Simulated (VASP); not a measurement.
# TaN (P6_3mc) in VASP: a series of runs, part 2 of 2

VASP 6.6.1. The steps go on from the part before.

### Step 4. Single point, PBEsol

File INCAR:

```
PREC     = Accurate       # precision mode
ENCUT    = 520            # plane-wave cutoff, eV
EDIFF    = 1E-6           # SCF threshold, eV
ISMEAR   = 0              # smearing method
SIGMA    = 0.15           # smearing width, eV
LREAL    = F              # projectors in reciprocal space
LASPH    = T              # aspherical terms in the spheres
NELM     = 80             # most SCF steps
ALGO     = Normal         # electronic algorithm
ISIF     = 2              # what is computed and relaxed
LWAVE    = F              # write WAVECAR
LCHARG   = F              # write CHGCAR
GGA      = PS             # functional
NBANDS   = 24             # bands
```

File KPOINTS:

```
Automatic mesh
0
Gamma
  18 18 8
```

File POSCAR:

```
TaN
1.0
    3.1219875651      0.0000000000      0.0000000000
   -1.5609937826      2.7037205417      0.0000000000
    0.0000000000      0.0000000000      6.0516298700
Ta N
2 2
Direct
    0.3333333333      0.6666666667      0.0301041378
    0.6666666667      0.3333333333      0.5301041378
    0.3333333333      0.6666666667      0.3548958622
    0.6666666667      0.3333333333      0.8548958622
```

Potentials or basis: VASP PAW PBE potentials, release 64 (Ta_pv, N).

Launch:

```
> cat potpaw_PBE.64/Ta_pv/POTCAR potpaw_PBE.64/N/POTCAR > POTCAR
> mpirun -np 1 vasp_std > vasp.out
```

OUTCAR:

```text
PREC = Accurate
   ENCUT = 520
   EDIFF = 1E-6
   ISMEAR = 0
   LREAL = F
   LASPH = T
   NELM = 80
   ISIF = 2
   GGA = PS

 ion  position               nearest neighbor table
   1  0.333  0.667  0.030-   3 1.97   4 2.09   4 2.09   4 2.09   2 3.52   2 3.52   2 3.52   2 3.52
                             2 3.52   2 3.52
   2  0.667  0.333  0.530-   4 1.97   3 2.09   3 2.09   3 2.09   1 3.52   1 3.52   1 3.52   1 3.52
                             1 3.52   1 3.52
   3  0.333  0.667  0.355-   1 1.97   2 2.09   2 2.09   2 2.09
   4  0.667  0.333  0.855-   2 1.97   1 2.09   1 2.09   1 2.09

  LATTYP: Found a hexagonal cell.
 ALAT       =     3.1219875651
 C/A-ratio  =     1.9383901261

  Lattice vectors:

 A1 = (   3.1219875651,   0.0000000000,   0.0000000000)
 A2 = (  -1.5609937826,   2.7037205417,   0.0000000000)
 A3 = (   0.0000000000,   0.0000000000,   6.0516298700)

Analysis of symmetry for initial positions (statically):
=====================================================================
 Subroutine PRICEL returns:
 Original cell was already a primitive cell.

 Routine SETGRP: Setting up the symmetry group for a
 hexagonal supercell.

 Subroutine GETGRP returns: Found 12 space group operations
 (whereof  6 operations were pure point group operations)
 out of a pool of 24 trial point group operations.

The static configuration has the point symmetry C_3v.
 The point group associated with its full space group is C_6v.

Analysis of symmetry for dynamics (positions and initial velocities):
=====================================================================
 Subroutine PRICEL returns:
 Original cell was already a primitive cell.

 Routine SETGRP: Setting up the symmetry group for a
 hexagonal supercell.

 Subroutine GETGRP returns: Found 12 space group operations
 (whereof  6 operations were pure point group operations)
 out of a pool of 24 trial point group operations.

[... 124 lines left out ...]
     AMIX     =   0.40;   BMIX     =  1.00
     AMIX_MAG =   1.60;   BMIX_MAG =  1.00
  volume/ion in A,a.u.               =      12.77        86.18
  Fermi-wavevector in a.u.,A,eV,Ry     =   1.400779  2.647089 26.697116  1.962183
  Thomas-Fermi vector in A             =   2.523706
   LORBIT       =      0    0 simple, 1 ext, 2 COOP (PROOUT), +10 PAW based schemes
   GGA     = PS    functional components
   LHFCALC =     F    Hartree Fock is set to
   AEXX    =    0.0000 exact exchange contribution
   IVDW    =     0    specifies the selected vdW correction
   LEPSILON=     F    determine dielectric tensor
   LRPA    =     F    only Hartree local field effects (RPA)
 non-spin polarized calculation
 Gauss-broadening in eV      SIGMA  =   0.15
  energy-cutoff  :      520.00
  volume of cell :       51.08
 maximum number of plane-waves:      1402
 NGX is ok and might be reduce to    24
   NGX = 11   NGY = 11   NGZ = 23

 number of electron      31.9999995 magnetization

 Free energy of the ion-electron system (eV)
  ---------------------------------------------------
  ext. energy  EPLUGINS =         0.00000000
  ---------------------------------------------------
  free energy    TOTEN  =       -45.81280400 eV

  energy without entropy =      -45.80342570  energy(sigma->0) =      -45.80811485

 E-fermi :   6.5427     XC(G=0): -12.4088

 val. band max:        6.5403366497   @ k =   0.3889   0.2222   0.0000
 cond. band min:       6.5582922845   @ k =   0.3333   0.3333   0.0000
 fundamental gap:      0.0179556348
 Fermi energy:         6.5427171224

 k-point     1 :       0.0000    0.0000    0.0000
  band No.  band energies     occupation
      1     -29.0081      2.00000
      2     -28.6385      2.00000
      3     -28.3678      2.00000
      4     -28.3678      2.00000
      5     -28.3370      2.00000
      6     -28.3370      2.00000
[... 637 lines left out ...]
     23      11.9147      0.00000
     24      12.6717      0.00000

 [... further k-points ...]

------------------------ aborting loop because EDIFF is reached ----------------------------------------

  FORCE on cell =-STRESS in cart. coord.  units (eV):
  Direction    XX          YY          ZZ          XY          YZ          ZX
  --------------------------------------------------------------------------------------
  -------------------------------------------------------------------------------------
  Total        0.1812208      0.1812208      0.4227369     -0.0000000      0.0000000      0.0000000
  in kB        5.6839902      5.6839902     13.2591415     -0.0000000      0.0000000      0.0000000
  external PRESSURE =       8.2090406 kB  Pullay stress =       0.0000000 kB

 VOLUME and BASIS-vectors are now :
 -----------------------------------------------------------------------------
  energy-cutoff  :      520.00
  volume of cell :       51.08
      direct lattice vectors                 reciprocal lattice vectors
     3.121987565  0.000000000  0.000000000     0.320308771  0.184930355  0.000000000
    -1.560993783  2.703720542  0.000000000     0.000000000  0.369860710  0.000000000
     0.000000000  0.000000000  6.051629870     0.000000000  0.000000000  0.165244739

 POSITION                                       TOTAL-FORCE (eV/Angst)
 -----------------------------------------------------------------------------------
     -0.00000      1.80248      0.18218         0.000000      0.000000     -0.024169
      1.56099      0.90124      3.20799        -0.000000      0.000000     -0.024169
     -0.00000      1.80248      2.14770        -0.000000     -0.000000      0.024169
      1.56099      0.90124      5.17351         0.000000     -0.000000      0.024169
 -----------------------------------------------------------------------------------
    total drift:                               -0.000000      0.000000      0.001670

  FREE ENERGIE OF THE ION-ELECTRON SYSTEM (eV)
  ---------------------------------------------------
  free  energy   TOTEN  =       -45.8128040028 eV

  energy  without entropy=      -45.8034256952  energy(sigma->0) =      -45.80811485
```

Run time: 1.8 min. Hardware: 1 thread of Intel Xeon Platinum 8488C (Sapphire Rapids), shared host; peak memory 0.31 GiB.

Results:

* Free energy: -45.8128 eV
* Pressure: 0.8 GPa
* Largest force: 0.024 eV/Å
* Band gap on the k mesh: zero (bands 16 and 17 overlap by 0.50 eV)

Forces on the atoms (eV/Å):
```
Ta   0.000  0.000 -0.024
Ta   0.000  0.000 -0.024
N    0.000  0.000  0.024
N    0.000  0.000  0.024
```

Levels at points of the mesh, in eV from the Fermi level:
| k point | band 14 | band 15 | band 16 | band 17 | band 18 | band 19 |
| --- | --- | --- | --- | --- | --- | --- |
| (0.00, 0.00, 0.00) | -4.60 | -0.79 | -0.66 | 0.12 | 0.12 | 2.22 |
| (0.50, 0.00, 0.00) | -3.73 | -2.37 | -0.48 | 1.20 | 2.21 | 2.73 |
| (0.00, 0.00, 0.50) | -5.09 | 0.27 | 0.27 | 0.98 | 0.98 | 0.98 |
| (0.50, 0.00, 0.50) | -4.86 | -0.94 | -0.94 | 1.51 | 1.51 | 3.38 |

Caveat: the PAW data sets were made with another functional, which shifts forces and pressure a little; spin-orbit coupling is left out, which moves the levels of the heavy elements.

### Step 5. Relaxation of cell and atoms, PBEsol

File INCAR:

```
SYSTEM = TaN
  PREC = Accurate
  ENCUT = 600
  EDIFF = 1E-6
  ISMEAR = 0
  SIGMA = 0.1
  LREAL = .FALSE.
  LASPH = .TRUE.
  NELM = 100
  ALGO = Normal
  ISIF = 3
  LWAVE = .FALSE.
  LCHARG = .FALSE.
  GGA = PS
  IBRION = 2
  NSW = 100
  EDIFFG = -0.005
```

File KPOINTS:

```
Automatic mesh
0
G
  15 15 8
  0 0 0
```

File POSCAR:

```
TaN
1.0
    3.1245262603      0.0000000000      0.0000000000
   -1.5622631302      2.7059191162      0.0000000000
    0.0000000000      0.0000000000      6.0451129496
Ta N
2 2
Direct
    0.3333333333      0.6666666667      0.0299411272
    0.6666666667      0.3333333333      0.5299411272
    0.3333333333      0.6666666667      0.3550588728
    0.6666666667      0.3333333333      0.8550588728
```

Launch:

```
> cat potpaw_PBE.64/Ta_pv/POTCAR potpaw_PBE.64/N/POTCAR > POTCAR
> mpirun -np 1 vasp_std > vasp.out
```

Wall time 6.9 min (1 thread of Intel Xeon Platinum 8488C (Sapphire Rapids), shared host); peak memory 0.31 GiB.

It converged, with:

| Item | Value |
| --- | --- |
| Free energy | -45.8142 eV |
| Relaxed volume | 12.80 Å³/atom |
| Relaxed cell | a = 3.123 Å, b = 3.123 Å, c = 6.061 Å, α = 90.00°, β = 90.00°, γ = 120.00° |
| Space group after relaxing (to 0.1 Å) | P6_3mc (No. 186) |
| Energy gained by relaxing | 0.1 meV/atom |
| Ionic steps | 7 |
| Pressure after relaxing | 0.0 GPa |
| Band gap on the k mesh | zero (bands 16 and 17 overlap by 0.35 eV) |

The path:
```
step  energy change (eV)  largest force (eV/Å)  pressure (GPa)  volume (Å³)
   1              0.0000                0.0185            0.67        51.11
   2              0.0018                0.1083           -1.71        51.51
   3             -0.0004                0.0205           -0.04        51.23
   4             -0.0005                0.0034           -0.06        51.22
   5             -0.0005                0.0086           -0.06        51.22
   6             -0.0005                0.0135            0.09        51.18
   7             -0.0005                0.0009            0.00        51.20
```

Final structure:
```
Ta N
1.0
     3.12321    0.00000    0.00000
    -1.56161    2.70478    0.00000
     0.00000    0.00000    6.06112
Ta N
2 2
Direct
  0.33333 0.66667 0.03012
  0.66667 0.33333 0.53012
  0.33333 0.66667 0.35488
  0.66667 0.33333 0.85488
```

Levels at points of the mesh, in eV from the Fermi level:
| k point | band 14 | band 15 | band 16 | band 17 | band 18 | band 19 |
| --- | --- | --- | --- | --- | --- | --- |
| (0.00, 0.00, 0.00) | -4.60 | -0.81 | -0.67 | 0.11 | 0.11 | 2.20 |
| (0.00, 0.00, 0.50) | -5.08 | 0.24 | 0.24 | 0.96 | 0.96 | 0.96 |

Caveat: the PAW data sets were made with another functional, which shifts forces and pressure a little; spin-orbit coupling is left out, which moves the levels of the heavy elements.

### Step 6. Overview

| task | cell | k mesh | cutoff (eV) | smearing | gap on the mesh (eV) | pressure (GPa) | largest force (eV/Å) |
| --- | --- | --- | --- | --- | --- | --- | --- |
| single point | a = 3.122, b = 3.122, c = 6.052 Å, angles 90.0, 90.0, 120.0°, 4 atoms, atomic positions A | 15 × 15 × 8 | 520 | gaussian 0.1 eV | none | 0.8 | 0.02 |
| single point | a = 3.122, b = 3.122, c = 6.052 Å, angles 90.0, 90.0, 120.0°, 4 atoms, atomic positions A | 15 × 15 × 8 | 520 | gaussian 0.15 eV | none | 0.8 | 0.03 |
| single point | a = 3.122, b = 3.122, c = 6.052 Å, angles 90.0, 90.0, 120.0°, 4 atoms, atomic positions A | 18 × 18 × 8 | 520 | gaussian 0.15 eV | none | 0.8 | 0.02 |
| relaxation of cell and atoms | relaxed from a = 3.125, b = 3.125, c = 6.045 Å, angles 90.0, 90.0, 120.0°, 4 atoms, atomic positions B | 15 × 15 × 8 | 600 | gaussian 0.1 eV | none | 0.0 | - |

Alike in all rows: level PBEsol; potentials or basis VASP PAW PBE potentials, release 64 (Ta_pv, N); no spin polarisation.

Caveats: the PAW data sets were made with another functional, which shifts forces and pressure a little; spin-orbit coupling is left out, which moves the levels of the heavy elements.

Total energies depend on the potentials used, so only differences within one code and one set of settings carry meaning.

The gap in the log of VASP goes by the Fermi energy; the results here count the filled bands.